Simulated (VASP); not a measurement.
# TaN (Cm) in VASP: single point with r2SCAN

Aim: the single point of TaN with r2SCAN.

Everything below comes from runs of VASP 6.6.1. Logs are shortened: lines on timing, memory, paths and dates and some standing lists are left out, and cuts for length are marked.

## Step 1: The cell of the first run

Symmetry: Cm, No. 8, monoclinic system. The conventional cell has a = 5.089 Å, b = 2.938 Å, c = 2.883 Å, α = 90.00°, β = 90.00°, γ = 90.00°. Ta (site symmetry m) has 6 N at 2.14 to 2.29 Å and 8 Ta at 2.88 to 2.94 Å within 3.0 Å. Within 3.0 Å of N (site symmetry m) lie 6 Ta at 2.14 to 2.29 Å and 8 N at 2.88 to 2.94 Å.

## Step 2: Single point, r2SCAN

POSCAR

```
TaN
1.0
    2.9379988584      0.0000000000      0.0000000000
   -1.4689994292      2.5443816477      0.0000000000
    0.0000000000      0.0000000000      2.8830000000
Ta N
1 1
Direct
    0.3202307737      0.6404615474      0.4803461605
    0.0000000000      0.0000000000      0.0000000000
```

INCAR.step1

```
SYSTEM = TaN
PREC = Accurate
ENCUT = 520
ISMEAR = 0
SIGMA = 0.15
LREAL = .FALSE.
LASPH = .TRUE.
NELM = 60
NBANDS = 15
GGA = PE
ALGO = Normal
EDIFF = 1E-4
LWAVE = .TRUE.
LCHARG = .FALSE.
```

INCAR.step2

```
SYSTEM = TaN
PREC = Accurate
ENCUT = 520
EDIFF = 1E-6
ISMEAR = 0
SIGMA = 0.15
LREAL = .FALSE.
LASPH = .TRUE.
NELM = 60
ALGO = Normal
ISIF = 2
LWAVE = .FALSE.
LCHARG = .FALSE.
METAGGA = R2SCAN
LMIXTAU = .TRUE.
NBANDS = 15
ISTART = 1
```

KPOINTS

```
regular mesh
0
G
  18 18 16
  0 0 0
```

Potentials or basis: VASP PAW PBE potentials, release 64 (Ta_pv, N).

On the command line:

```bash
$ cat potpaw_PBE.64/Ta_pv/POTCAR potpaw_PBE.64/N/POTCAR > POTCAR
$ cp INCAR.step1 INCAR
$ mpirun -np 1 vasp_std > vasp.out
$ cp INCAR.step2 INCAR
$ mpirun -np 1 vasp_std > vasp.out
```

OUTCAR:

```text
SYSTEM = TaN
   PREC = Accurate
   ENCUT = 520
   EDIFF = 1E-6
   ISMEAR = 0
   LREAL = .FALSE.
   LASPH = .TRUE.
   NELM = 60
   ISIF = 2
   METAGGA = R2SCAN
   ISTART = 1

 ion  position               nearest neighbor table
   1  0.320  0.640  0.480-   2 2.14   2 2.21   2 2.22   2 2.22   2 2.29   2 2.29
   2  0.000  0.000  0.000-   1 2.14   1 2.21   1 2.22   1 2.22   1 2.29   1 2.29

  LATTYP: Found a hexagonal cell.
 ALAT       =     2.9379988584
 C/A-ratio  =     0.9812801635

  Lattice vectors:

 A1 = (   2.9379988584,   0.0000000000,   0.0000000000)
 A2 = (  -1.4689994292,   2.5443816477,   0.0000000000)
 A3 = (   0.0000000000,   0.0000000000,   2.8830000000)

Analysis of symmetry for initial positions (statically):
=====================================================================
 Subroutine PRICEL returns:
 Original cell was already a primitive cell.

 Routine SETGRP: Setting up the symmetry group for a
 hexagonal supercell.

 Subroutine GETGRP returns: Found  2 space group operations
 (whereof  2 operations were pure point group operations)
 out of a pool of 24 trial point group operations.

The static configuration has the point symmetry C_1h.

Analysis of symmetry for dynamics (positions and initial velocities):
=====================================================================
 Subroutine PRICEL returns:
 Original cell was already a primitive cell.

 Routine SETGRP: Setting up the symmetry group for a
 hexagonal supercell.

 Subroutine GETGRP returns: Found  2 space group operations
 (whereof  2 operations were pure point group operations)
 out of a pool of 24 trial point group operations.

The dynamic configuration has the point symmetry C_1h.

 Subroutine INISYM returns: Found  2 space group operations
 (whereof  2 operations are pure point group operations),
 and found     1 'primitive' translations

----------------------------------------------------------------------------------------

                                     Primitive cell

  volume of cell :      21.5516

  direct lattice vectors                    reciprocal lattice vectors
     2.937998858  0.000000000  0.000000000     0.340367729  0.196511400  0.000000000
    -1.468999429  2.544381648  0.000000000     0.000000000  0.393022800  0.000000000
     0.000000000  0.000000000  2.883000000     0.000000000  0.000000000  0.346860909

  length of vectors
     2.937998858  2.937998858  2.883000000     0.393022800  0.393022800  0.346860909

  position of ions in fractional coordinates (direct lattice)
     0.320230774  0.640461547  0.480346160
     0.000000000  0.000000000  0.000000000

  ion indices of the primitive-cell ions
   primitive index   ion index
                 1           1
                 2           2

----------------------------------------------------------------------------------------

 KPOINTS: regular mesh

Automatic generation of k-mesh.
 Grid dimensions read from file:
 generate k-points for:   18   18   16

 Generating k-lattice:

  Cartesian coordinates                     Fractional coordinates (reciprocal lattice)
     0.018909318  0.010917300  0.000000000     0.055555556 -0.000000000  0.000000000
     0.000000000  0.021834600  0.000000000     0.000000000  0.055555556  0.000000000
     0.000000000  0.000000000  0.021678807     0.000000000  0.000000000  0.062500000

  Length of vectors
     0.021834600  0.021834600  0.021678807

  Shift w.r.t. Gamma in fractional coordinates (k-lattice)
     0.000000000  0.000000000  0.000000000

 Subroutine IBZKPT returns following result:
 ===========================================

 Found   1379 irreducible k-points:

 Following reciprocal coordinates:
            Coordinates               Weight
  0.000000  0.000000  0.000000      1.000000
  0.055556  0.000000  0.000000      4.000000
  0.000000  0.055556  0.000000      2.000000
  0.111111  0.000000  0.000000      4.000000
  0.000000  0.111111  0.000000      2.000000
  0.166667  0.000000  0.000000      4.000000
[... 16 lines left out ...]
 -0.055556  0.166667  0.000000      4.000000
 -0.166667  0.111111  0.000000      4.000000
 [... further k-points ...]
   k-points           NKPTS =   1379   k-points in BZ     NKDIM =   1379   number of bands    NBANDS=     15
   number of dos      NEDOS =    301   number of ions     NIONS =      2
   total plane-waves  NPLWV =  13824
   dimension x,y,z NGX =    24 NGY =   24 NGZ =   24
   dimension x,y,z NGXF=    48 NGYF=   48 NGZF=   48
   ions per type =               1   1
   NGX,Y,Z   is equivalent  to a cutoff of  13.58, 13.58, 13.84 a.u.
   NGXF,Y,Z  is equivalent  to a cutoff of  27.16, 27.16, 27.68 a.u.
 SYSTEM =  TaN
   PREC   = accura    normal or accurate (medium, high low for compatibility)
   ISTART =      1    job   : 0-new  1-cont  2-samecut
   ICHARG =      0    charge: 1-file 2-atom 10-const
   ISPIN  =      1    spin polarized calculation?
   LNONCOLLINEAR =      F non collinear calculations
   LSORBIT =      F    spin-orbit coupling
   LASPH  =      T    aspherical Exc in radial PAW
   ENCUT  =  520.0 eV  38.22 Ry    6.18 a.u.   5.46  5.46  5.36*2*pi/ulx,y,z
   NELM   =     60;   NELMIN=  2; NELMDL=  0     # of ELM steps
   EDIFF  = 0.1E-05   stopping-criterion for ELM
   LREAL  =      F    real-space projection
   EDIFFG = 0.1E-04   stopping-criterion for IOM
   NSW    =      0    number of steps for IOM
   IBRION =     -1    ionic relax: 0-MD 1-quasi-New 2-CG
   NFREE  =      0    steps in history (QN), initial steepest desc. (CG)
   ISIF   =      2    stress and relaxation
   ISYM   =      2    0-nonsym 1-usesym 2-fastsym
   POTIM  = 0.5000    time-step for ionic-motion
   TEBEG  =    0.0;   TEEND  =   0.0 temperature during run
   PSTRESS=    0.0 pullay stress
   NELECT =      16.0000    total number of electrons
   NUPDOWN=      -1.0000    fix difference up-down
   EMIN   =  10.00;   EMAX   =-10.00  energy-range for DOS
   EFERMI =   0.00;   METHOD = LEGACY
   ISMEAR =     0;   SIGMA  =   0.15  broadening in eV -4-tet -1-fermi 0-gaus
   EFERMI_NEDOS =   21; number of points for ismear=-14 and -15
   IALGO  =     38    algorithm
   IMIX   =      4    mixing-type and parameters
     AMIX     =   0.40;   BMIX     =  1.00
     AMIX_MAG =   1.60;   BMIX_MAG =  1.00
  volume/ion in A,a.u.               =      10.78        72.72
  Fermi-wavevector in a.u.,A,eV,Ry     =   1.482366  2.801265 29.897546  2.197408
  Thomas-Fermi vector in A             =   2.596161
   LORBIT       =      0    0 simple, 1 ext, 2 COOP (PROOUT), +10 PAW based schemes
   METAGGA = R2SCAN    functional components
   LHFCALC =     F    Hartree Fock is set to
   AEXX    =    0.0000 exact exchange contribution
   IVDW    =     0    specifies the selected vdW correction
   LEPSILON=     F    determine dielectric tensor
   LRPA    =     F    only Hartree local field effects (RPA)
 non-spin polarized calculation
 Gauss-broadening in eV      SIGMA  =   0.15
  energy-cutoff  :      520.00
  volume of cell :       21.55
 maximum number of plane-waves:       605
 NGX is ok and might be reduce to    24
   NGX = 11   NGY = 11   NGZ = 11

 number of electron      15.9999999 magnetization

 Free energy of the ion-electron system (eV)
  ---------------------------------------------------
  ext. energy  EPLUGINS =         0.00000000
  ---------------------------------------------------
  free energy    TOTEN  =       -60.34186592 eV

  energy without entropy =      -60.34135070  energy(sigma->0) =      -60.34160831

 E-fermi :   8.1991     XC(G=0): -14.3440

 val. band max:        8.1520545096   @ k =   0.0000   0.0000   0.5000
 cond. band min:       8.1991800190   @ k =   0.3333   0.3333   0.0000
 fundamental gap:      0.0471255095
 Fermi energy:         8.1991459927

 k-point     1 :       0.0000    0.0000    0.0000
  band No.  band energies     occupation
      1     -27.9175      2.00000
      2     -27.6590      2.00000
      3     -27.6546      2.00000
      4     -10.5905      2.00000
      5       3.3045      2.00000
      6       3.3186      2.00000
      7       3.7997      2.00000
      8       5.2294      2.00000
      9      10.5413      0.00000
     10      11.7563      0.00000
     11      12.1922      0.00000
     12      12.4794      0.00000
     13      12.6345      0.00000
     14      18.8476      0.00000
     15      22.1595      0.00000

 k-point     2 :       0.0556    0.0000    0.0000
  band No.  band energies     occupation
      1     -27.9132      2.00000
      2     -27.6929      2.00000
      3     -27.6630      2.00000
      4     -10.5267      2.00000
      5       3.1144      2.00000
      6       3.3782      2.00000
      7       3.8583      2.00000
      8       5.1539      2.00000
      9      10.7460      0.00000
     10      11.7511      0.00000
     11      12.1212      0.00000
     12      12.4673      0.00000
     13      12.6872      0.00000
     14      18.8476      0.00000
     15      22.1204      0.00000

 k-point     3 :       0.0000    0.0556    0.0000
  band No.  band energies     occupation
      1     -27.9130      2.00000
      2     -27.6902      2.00000
      3     -27.6664      2.00000
      4     -10.5230      2.00000
      5       3.1394      2.00000
      6       3.3572      2.00000
      7       3.8496      2.00000
      8       5.1364      2.00000
      9      10.7474      0.00000
     10      11.6717      0.00000
     11      12.1803      0.00000
     12      12.5842      0.00000
     13      12.6121      0.00000
     14      18.8476      0.00000
     15      22.2095      0.00000
[... 343 lines left out ...]
 k-point    23 :      -0.0556    0.1667    0.0000
  band No.  band energies     occupation
      1     -27.8938      2.00000
      2     -27.8765      2.00000
      3     -27.7102      2.00000
      4     -10.1479      2.00000
      5       2.2549      2.00000
      6       3.6233      2.00000
      7       4.0955      2.00000
      8       4.7869      2.00000
      9      10.7785      0.00000
     10      12.0895      0.00000
     11      12.2185      0.00000
     12      12.5175      0.00000
     13      13.1413      0.00000
     14      18.8477      0.00000
     15      22.3218      0.00000

 k-point    24 :      -0.1667    0.1111    0.0000
  band No.  band energies     occupation
      1     -27.8930      2.00000
      2     -27.8768      2.00000
      3     -27.7071      2.00000
      4     -10.1756      2.00000
      5       2.2359      2.00000
      6       3.6726      2.00000
      7       4.1178      2.00000
      8       4.8685      2.00000
      9      11.2467      0.00000
     10      11.5712      0.00000
     11      12.1358      0.00000
     12      12.5428      0.00000
     13      13.0959      0.00000
     14      18.8475      0.00000
     15      21.9074      0.00000

 [... further k-points ...]

------------------------ aborting loop because EDIFF is reached ----------------------------------------

  FORCE on cell =-STRESS in cart. coord.  units (eV):
  Direction    XX          YY          ZZ          XY          YZ          ZX
  --------------------------------------------------------------------------------------
  -------------------------------------------------------------------------------------
  Total        0.1354179      0.4359152      0.5316485      0.0000000      0.2011469      0.0000000
  in kB       10.0671865     32.4066430     39.5236177      0.0000000     14.9535908      0.0000000
  external PRESSURE =      27.3324824 kB  Pullay stress =       0.0000000 kB

 VOLUME and BASIS-vectors are now :
 -----------------------------------------------------------------------------
  energy-cutoff  :      520.00
  volume of cell :       21.55
      direct lattice vectors                 reciprocal lattice vectors
     2.937998858  0.000000000  0.000000000     0.340367729  0.196511400  0.000000000
    -1.468999429  2.544381648  0.000000000     0.000000000  0.393022800  0.000000000
     0.000000000  0.000000000  2.883000000     0.000000000  0.000000000  0.346860909

 POSITION                                       TOTAL-FORCE (eV/Angst)
 -----------------------------------------------------------------------------------
     -0.00000      1.62958      1.38484        -0.000000      0.934528      0.830218
      0.00000      0.00000      0.00000         0.000000     -0.934528     -0.830218
 -----------------------------------------------------------------------------------
    total drift:                                0.000000     -0.000254     -0.000354

  FREE ENERGIE OF THE ION-ELECTRON SYSTEM (eV)
  ---------------------------------------------------
  free  energy   TOTEN  =       -60.3418659206 eV

  energy  without entropy=      -60.3413507044  energy(sigma->0) =      -60.34160831
```

Wall time 8.4 min (1 thread of Intel Xeon 6975P-C (Granite Rapids), shared host); peak memory 0.53 GiB.

Results:

```
Free energy            : -60.3419 eV
Pressure               : 2.7 GPa
Largest force          : 1.250 eV/Å
Band gap on the k mesh : zero (bands 8 and 9 overlap by 0.22 eV)
```

Forces in eV/Å, atoms in the order of the input:
```
Ta   0.000  0.935  0.830
N    0.000 -0.935 -0.830
```

Stress tensor (GPa, compression positive):
```
1.01 0.00 0.00
0.00 3.24 1.50
0.00 1.50 3.95
```

Caveat: the cell differs from its parent crystal (all Ta atoms moved +0.087 Å, as atom 1 towards its neighbour atom 2 (N) at 2.226 Å); the PAW data sets were made with another functional, which shifts forces and pressure a little; spin-orbit coupling is left out, which moves the levels of the heavy elements.

The gap in the log of VASP goes by the Fermi energy; the results here count the filled bands.